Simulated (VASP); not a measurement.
Wanted: the native input for a VASP 6.6.1 run.

```yaml
Task: single point
Functional: PBE
Potentials_or_basis: VASP PAW PBE potentials, release 64 (Ti_sv, Si)
Cutoff: 520 eV
k_mesh: 7 × 7 × 7
Occupations: fermi-dirac, width 0.05 eV
Spin: no spin polarisation
Dipole_correction: no
Further_INCAR_settings: ALGO = Normal; EDIFF = 1e-06; NBANDS = 29
```

The structure of TiSi2 lies in POSCAR:

```
TiSi2
1.0
    0.0000000000      4.1236645327      4.2890152180
    2.4029342479      0.0000000000      4.2890152180
    2.4029342479      4.1236645327      0.0000000000
Ti Si
2 4
Direct
    0.7500000000      0.7500000000      0.7500000000
    0.5000000000      0.5000000000      0.5000000000
    0.4127754596      0.0872245404      0.4127754596
    0.0872245404      0.4127754596      0.0872245404
    0.1627754596      0.8372245404      0.1627754596
    0.8372245404      0.1627754596      0.8372245404
```

One way to write it, as run:

INCAR

```
SYSTEM = TiSi2
PREC = Accurate ; ENCUT = 520
EDIFF = 1E-6 ; ISMEAR = -1
SIGMA = 0.05 ; LREAL = .False.
LASPH = .True. ; NELM = 100
ALGO = Normal ; ISIF = 2
LWAVE = .False. ; LCHARG = .True.
GGA = PE ; LELF = .True.
LVHAR = .True. ; NBANDS = 29
```

KPOINTS

```
Automatic mesh
0
Gamma
  7 7 7
  0 0 0
```

Potentials or basis: VASP PAW PBE potentials, release 64 (Ti_sv, Si).

The run is started by

```sh
$ cat potpaw_PBE.64/Ti_sv/POTCAR potpaw_PBE.64/Si/POTCAR > POTCAR
$ mpirun -np 1 vasp_std > vasp.out
```

Results of the run:

- Pressure: 0.0 GPa
- Band gap on the k mesh: zero (bands 20 and 21 overlap by 1.78 eV)

Wall time 2.2 min on 1 thread of Intel(R) Xeon(R) Platinum 8488C (Sapphire Rapids), with other jobs on the host, peak memory 0.32 GiB.
